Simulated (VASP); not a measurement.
PtS2, 3 atoms in the cell. The structure is trigonal, space group P-3m1 (No. 164). The conventional cell has a = 3.519 Å, b = 3.519 Å, c = 5.005 Å, α = 90.00°, β = 90.00°, γ = 120.00°. Pt (site symmetry -3m) has 6 S at 2.33 Å within 3.1 Å. S (site symmetry 3m) has 3 Pt at 2.33 Å and 3 S at 3.05 Å within 3.1 Å.  This cell differs from its parent crystal: volume scaled by 0.98.

```yaml
Program: VASP 6.6.1
Task: single point
Functional: PBEsol
Potentials_or_basis: VASP PAW PBE potentials, release 64 (Pt, S)
Cutoff: 520 eV
k_mesh: 9 × 9 × 5
Occupations: fermi-dirac, width 0.05 eV
Spin: no spin polarisation
Dipole_correction: no
Further_INCAR_settings: ALGO = Normal; EDIFF = 1e-06; NBANDS = 18
```

Potentials or basis: VASP PAW PBE potentials, release 64 (Pt, S).

Launch:

```sh
$ cat potpaw_PBE.64/Pt/POTCAR potpaw_PBE.64/S/POTCAR > POTCAR
$ mpirun -np 1 vasp_std > vasp.out
```

Hardware: 1 thread of Intel(R) Xeon(R) Platinum 8488C (Sapphire Rapids), with other jobs on the host.

Question: Estimate the wall time of this run.

Answer: Run time: 31 s on 1 thread of Intel(R) Xeon(R) Platinum 8488C (Sapphire Rapids), on a shared host, peak memory 0.2 GiB. Counts: scf iterations 13, k points 50.
